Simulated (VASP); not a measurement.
# GaN (F-43m) in VASP: notebook, part 2 of 2

VASP 6.6.1. The steps go on from the part before.

### Step 3. Vibrations by perturbation theory, PBEsol

This run uses another cell than the first one, of 10.42 Å³/atom, 1.007 times its volume.

INCAR

```
SYSTEM = GaN
ALGO = Normal
EDIFF = 1E-8
ENCUT = 520
GGA = PS
IBRION = 8
ISIF = 2
ISMEAR = 0
LASPH = .TRUE.
LCHARG = .FALSE.
LEPSILON = .TRUE.
LREAL = .FALSE.
LWAVE = .FALSE.
NELM = 80
NSW = 1
PREC = Accurate
SIGMA = 0.01
```

KPOINTS

```
k-points
0
G
  10 10 10
  0 0 0
```

POSCAR

```
GaN
1.0
    0.0000000000      2.1842779549      2.1842779549
    2.1842779549      0.0000000000      2.1842779549
    2.1842779549      2.1842779549      0.0000000000
Ga N
1 1
Direct
    0.0000000000      0.0000000000      0.0000000000
    0.7500000000      0.7500000000      0.7500000000
```

Potentials or basis: VASP PAW PBE potentials, release 64 (Ga_d, N).

Command:

```bash
> cat potpaw_PBE.64/Ga_d/POTCAR potpaw_PBE.64/N/POTCAR > POTCAR
> mpirun -np 1 vasp_std > vasp.out
```

OUTCAR:

```text
SYSTEM = GaN
   EDIFF = 1E-8
   ENCUT = 520
   GGA = PS
   IBRION = 8
   ISIF = 2
   ISMEAR = 0
   LASPH = .TRUE.
   LEPSILON = .TRUE.
   LREAL = .FALSE.
   NELM = 80
   NSW = 1
   PREC = Accurate

 ion  position               nearest neighbor table
   1  0.000  0.000  0.000-   2 1.89   2 1.89   2 1.89   2 1.89
   2  0.750  0.750  0.750-   1 1.89   1 1.89   1 1.89   1 1.89

  LATTYP: Found a face centered cubic cell.
 ALAT       =     4.3685559098

  Lattice vectors:

 A1 = (   0.0000000000,   2.1842779549,   2.1842779549)
 A2 = (   2.1842779549,   0.0000000000,   2.1842779549)
 A3 = (   2.1842779549,   2.1842779549,   0.0000000000)

Analysis of symmetry for initial positions (statically):
=====================================================================
 Subroutine PRICEL returns:
 Original cell was already a primitive cell.

 Routine SETGRP: Setting up the symmetry group for a
 face centered cubic supercell.

 Subroutine GETGRP returns: Found 24 space group operations
 (whereof 24 operations were pure point group operations)
 out of a pool of 48 trial point group operations.

The static configuration has the point symmetry T_d .

Analysis of symmetry for dynamics (positions and initial velocities):
=====================================================================
 Subroutine PRICEL returns:
 Original cell was already a primitive cell.

 Routine SETGRP: Setting up the symmetry group for a
 face centered cubic supercell.

 Subroutine GETGRP returns: Found 24 space group operations
 (whereof 24 operations were pure point group operations)
 out of a pool of 48 trial point group operations.

The dynamic configuration has the point symmetry T_d .

 Subroutine INISYM returns: Found 24 space group operations
 (whereof 24 operations are pure point group operations),
 and found     1 'primitive' translations

----------------------------------------------------------------------------------------

                                     Primitive cell

  volume of cell :      20.8427

  direct lattice vectors                    reciprocal lattice vectors
     0.000000000  2.184277955  2.184277955    -0.228908596  0.228908596  0.228908596
     2.184277955  0.000000000  2.184277955     0.228908596 -0.228908596  0.228908596
     2.184277955  2.184277955  0.000000000     0.228908596  0.228908596 -0.228908596

  length of vectors
     3.089035508  3.089035508  3.089035508     0.396481319  0.396481319  0.396481319

  position of ions in fractional coordinates (direct lattice)
     0.000000000  0.000000000  0.000000000
     0.750000000  0.750000000  0.750000000

[... 572 lines left out ...]
 -----------------------------------------------------------------------------
    -0.00120  0.99926  0.00000
     0.99926 -0.00120  0.00000
     0.00000  0.00000  0.00161

--------------------------------------- Ionic step        4  -------------------------------------------

------------------------ aborting loop because EDIFF is reached ----------------------------------------

[... ionic steps 5 to 6 ...]

--------------------------------------- Ionic step        7  -------------------------------------------

 Free energy of the ion-electron system (eV)
  ---------------------------------------------------
  ---------------------------------------------------
  free energy    TOTEN  =        -0.23406430 eV

  energy without entropy =       -0.23406430

------------------------ aborting loop because EDIFF is reached ----------------------------------------

 INTERNAL STRAIN TENSOR  FOR ION    2  DIRECTION 1   (eV/Angst):
 -----------------------------------------------------------------------------
     0.00272  0.00000  0.00000
     0.00000 -0.00408 13.49078
     0.00000 13.49078 -0.00408

 MACROSCOPIC STATIC DIELECTRIC TENSOR (including local field effects in DFT)
 ------------------------------------------------------
           5.520518     0.000000    -0.000000
          -0.000000     5.520518     0.000000
           0.000000    -0.000000     5.520518
 ------------------------------------------------------

 PIEZOELECTRIC TENSOR (including local field effects)  for field in x, y, z        (e  Angst)
          XX          YY          ZZ          XY          YZ          ZX
  --------------------------------------------------------------------------------
  x    -0.00000    -0.00000    -0.00000     0.00000     1.30261     0.00000
  y    -0.00000     0.00000    -0.00000     0.00000     0.00000     1.30261
  z     0.00000     0.00000     0.00000     1.30261     0.00000     0.00000

 PIEZOELECTRIC TENSOR (including local field effects)  for field in x, y, z        (C/m^2)
          XX          YY          ZZ          XY          YZ          ZX
  --------------------------------------------------------------------------------
  x    -0.00000    -0.00000    -0.00000     0.00000     1.00132     0.00000
  y    -0.00000     0.00000    -0.00000     0.00000     0.00000     1.00132
  z     0.00000     0.00000     0.00000     1.00132     0.00000     0.00000

 BORN EFFECTIVE CHARGES (including local field effects) (in |e|, cummulative output)
 ---------------------------------------------------------------------------------
 ion    1
    1     2.60565     0.00000     0.00000
    2     0.00000     2.60565     0.00000
    3     0.00000     0.00000     2.60565
 ion    2
    1    -2.60565     0.00000     0.00000
    2     0.00000    -2.60565     0.00000
    3     0.00000     0.00000    -2.60565

 INTERNAL STRAIN TENSOR FOR ION    2 for displacements in x,y,z  (eV/Angst):
          X           Y           Z          XY          YZ          ZX
  --------------------------------------------------------------------------------
  x     0.00000     0.00000     0.00000     0.00000    13.49078     0.00000
  y     0.00000    -0.00000     0.00000     0.00000     0.00000    13.49078
  z     0.00000     0.00000     0.00000    13.49078     0.00000     0.00000

 SECOND DERIVATIVES (NOT SYMMETRIZED)
 ------------------------------------
               1X          1Y          1Z          2X          2Y          2Z
  1X   -15.739026    0.000000    0.000000   15.739026    0.000000    0.000000
  1Y     0.000000  -15.739026    0.000000    0.000000   15.739026    0.000000
  1Z     0.000000    0.000000  -15.739026    0.000000    0.000000   15.739026
  2X    15.753626    0.000000    0.000000  -15.753626    0.000000    0.000000
  2Y     0.000000   15.753626    0.000000    0.000000  -15.753626    0.000000
  2Z     0.000000    0.000000   15.753626    0.000000    0.000000  -15.753626

 Eigenvectors and eigenvalues of the dynamical matrix
 ----------------------------------------------------

   1 f  =   18.170412 THz   114.168064 2PiTHz  606.099696 cm-1    75.146751 meV
             X         Y         Z           dx          dy          dz
      0.000000  0.000000  0.000000    -0.110388   -0.393590   -0.000000
      3.276417  3.276417  3.276417     0.246452    0.878728    0.000000
[... 21 lines left out ...]
   6 f/i=    0.003143 THz     0.019745 2PiTHz    0.104825 cm-1     0.012997 meV
             X         Y         Z           dx          dy          dz
      0.000000  0.000000  0.000000     0.012066   -0.146563    0.900708
      3.276417  3.276417  3.276417     0.005404   -0.065647    0.403436

--------------------------------------------------------------------------------------------------------

 MACROSCOPIC STATIC DIELECTRIC TENSOR IONIC CONTRIBUTION
 ------------------------------------------------------
           3.743399    -0.000000     0.000000
          -0.000000     3.743399     0.000000
           0.000000     0.000000     3.743399
 ------------------------------------------------------

 ELASTIC MODULI CONTR FROM IONIC RELAXATION (kBar)
 Direction    XX          YY          ZZ          XY          YZ          ZX
 --------------------------------------------------------------------------------
 XX          -0.0000     -0.0000     -0.0000      0.0000      0.0000      0.0000
 YY          -0.0000     -0.0000     -0.0000      0.0000      0.0000      0.0000
 ZZ          -0.0000     -0.0000     -0.0000     -0.0000      0.0000      0.0000
 XY           0.0000      0.0000     -0.0000   -844.9419     -0.0000     -0.0000
 YZ           0.0000      0.0000      0.0000     -0.0000   -844.9419      0.0000
 ZX           0.0000      0.0000      0.0000     -0.0000      0.0000   -844.9419
 --------------------------------------------------------------------------------

 PIEZOELECTRIC TENSOR IONIC CONTR  for field in x, y, z        (C/m^2)
          XX          YY          ZZ          XY          YZ          ZX
  --------------------------------------------------------------------------------
  x     0.00000     0.00000     0.00000    -0.00000    -1.67347     0.00000
  y     0.00000     0.00000     0.00000    -0.00000     0.00000    -1.67347
  z     0.00000     0.00000    -0.00000    -1.67347    -0.00000    -0.00000
```

OSZICAR:

```text
N       E                     dE             d eps       ncg     rms          rms(c)
DAV:   1     0.824161142028E+02    0.82416E+02   -0.98972E+03  1363   0.256E+03
DAV:   2    -0.896351054559E+01   -0.91380E+02   -0.84993E+02  1397   0.355E+02
[... 193 lines left out ...]
RMM:   5    -0.234145557020E+00   -0.11126E-03   -0.19581E-05  8570   0.466E-02    0.318E-03
RMM:   6    -0.234080122063E+00    0.65435E-04   -0.12243E-06  8306   0.127E-02    0.140E-03
RMM:   7    -0.234066509297E+00    0.13613E-04   -0.88631E-08  8824   0.311E-03    0.226E-04
RMM:   8    -0.234064859259E+00    0.16500E-05   -0.41766E-09  8588   0.777E-04    0.405E-05
RMM:   9    -0.234064165240E+00    0.69402E-06   -0.10884E-09  8750   0.247E-04    0.780E-06
RMM:  10    -0.234064307045E+00   -0.14181E-06   -0.18521E-09  8611   0.959E-05    0.187E-06
RMM:  11    -0.234064298339E+00    0.87060E-08   -0.84442E-10  8862   0.439E-05    0.558E-07
 Linear response finished
```

Wall time 3.4 min (1 thread of Intel Xeon Platinum 8488C (Sapphire Rapids), shared host); peak memory 0.24 GiB.

What came out:

| Quantity | Value |
| --- | --- |
| Electronic dielectric tensor (diagonal) | 5.52 |
| Born charges (mean of the diagonal) | Ga +2.61; N -2.61 e |
| Highest phonon frequency at Γ, LO-TO splitting left out | 606 cm⁻¹ |

Phonon frequencies in cm⁻¹ (negative: imaginary):
```csv
q point,frequencies
"(0.000, 0.000, 0.000)",0 0 0 606 606 606
```

Electronic dielectric tensor:
```
5.52 0.00 0.00
0.00 5.52 0.00
0.00 0.00 5.52
```

Born effective charge tensors (e):
atom 1, Ga
```
2.61 0.00 0.00
0.00 2.61 0.00
0.00 0.00 2.61
```
atom 2, N
```
-2.61  0.00  0.00
 0.00 -2.61  0.00
 0.00  0.00 -2.61
```

Caveat: the cell wasn't relaxed at this level first, which shifts response properties; the PAW data sets were made with another functional, which shifts forces and pressure a little.
